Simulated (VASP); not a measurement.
A run of VASP 6.6.1 is set up as follows.

Contents of INCAR:

```
PREC     = Accurate       # precision mode
ENCUT    = 520            # plane-wave cutoff, eV
EDIFF    = 1E-6           # SCF threshold, eV
ISMEAR   = -1             # smearing method
SIGMA    = 0.05           # smearing width, eV
LREAL    = False          # projectors in reciprocal space
LASPH    = True           # aspherical terms in the spheres
NELM     = 100            # most SCF steps
ALGO     = Normal         # electronic algorithm
ISIF     = 2              # what is computed and relaxed
LWAVE    = False          # write WAVECAR
LCHARG   = False          # write CHGCAR
NBANDS   = 13             # bands
```

Contents of KPOINTS:

```
Automatic mesh
0
Gamma
  18 18 18
```

POSCAR

```
W
1.0
   -1.5977068952      1.5977068952      1.5977068952
    1.5977068952     -1.5977068952      1.5977068952
    1.5977068952      1.5977068952     -1.5977068952
W
1
Direct
    0.0000000000      0.0000000000      0.0000000000
```

Potentials or basis: VASP PAW LDA potentials, release 64 (W_sv).

Command:

```console
$ cat potpaw_LDA.64/W_sv/POTCAR > POTCAR
$ mpirun -np 1 vasp_std > vasp.out
```

(1) Predict the pressure.

(2) Estimate the band gap on the k mesh.

Answers

(1) -15.4 GPa.

(2) zero (bands 7 and 8 overlap by 6.15 eV).

Caveat: the cell stands under tension; spin-orbit coupling is left out, which moves the levels of the heavy elements.
